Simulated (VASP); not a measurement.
Write the native input for VASP 6.6.1 that does the following.

| Item | Value |
| --- | --- |
| Task | single point |
| Functional | PBE |
| Potentials or basis | VASP PAW PBE potentials, release 64 (Li_sv, Nb_sv, O) |
| Cutoff | 520 eV |
| k mesh | 6 × 6 × 6 |
| Occupations | gaussian, width 0.05 eV |
| Spin | no spin polarisation |
| Dipole correction | no |
| Further INCAR settings | ALGO = Normal; EDIFF = 1e-07; NBANDS = 45 |

The structure of LiNbO3 lies in POSCAR:

```
LiNbO3
1.0
    2.5647078996      1.4807347962      4.4005258141
   -2.5647078996      1.4807347962      4.4005258141
    0.0000000000     -2.9614695924      4.4005258141
Li Nb O
2 2 6
Direct
    0.2815913687      0.2815913687      0.2815913687
    0.7815913687      0.7815913687      0.7815913687
    0.0004900497      0.0004900497      0.0004900497
    0.5004900497      0.5004900497      0.5004900497
    0.1104619503      0.3580262714      0.7211003599
    0.7211003599      0.1104619503      0.3580262714
    0.3580262714      0.7211003599      0.1104619503
    0.2211003599      0.8580262714      0.6104619503
    0.8580262714      0.6104619503      0.2211003599
    0.6104619503      0.2211003599      0.8580262714
```

This cell differs from its parent crystal: volume 10.027 Å^3 an atom, c/a of the conventional cell 2.5737.

One way to write it, as run:

INCAR

```
PREC = Accurate ; ENCUT = 520
EDIFF = 1E-7 ; ISMEAR = 0
SIGMA = 0.05 ; LREAL = False
LASPH = True ; NELM = 80
ALGO = Normal ; ISIF = 2
LWAVE = False ; LCHARG = True
GGA = PE ; LELF = True
LVHAR = True ; NBANDS = 45
```

KPOINTS

```
Automatic mesh
0
Gamma
  6 6 6
```

Potentials or basis: VASP PAW PBE potentials, release 64 (Li_sv, Nb_sv, O).

The run is started by

```sh
$ cat potpaw_PBE.64/Li_sv/POTCAR potpaw_PBE.64/Nb_sv/POTCAR potpaw_PBE.64/O/POTCAR > POTCAR
$ mpirun -np 1 vasp_std > vasp.out
```

It gave:

```json
{
  "Largest force": "1.025 eV/Å",
  "Band gap on the k mesh": "3.89 eV, indirect (least direct gap 3.96 eV)"
}
```

Caveat: forces of over 1 eV/Å act on the atoms, so gaps and moduli don't describe the material at rest.

Run time: 100 s on 1 thread of AMD EPYC 9R45 (Zen 5), on a shared host, peak memory 0.27 GiB.
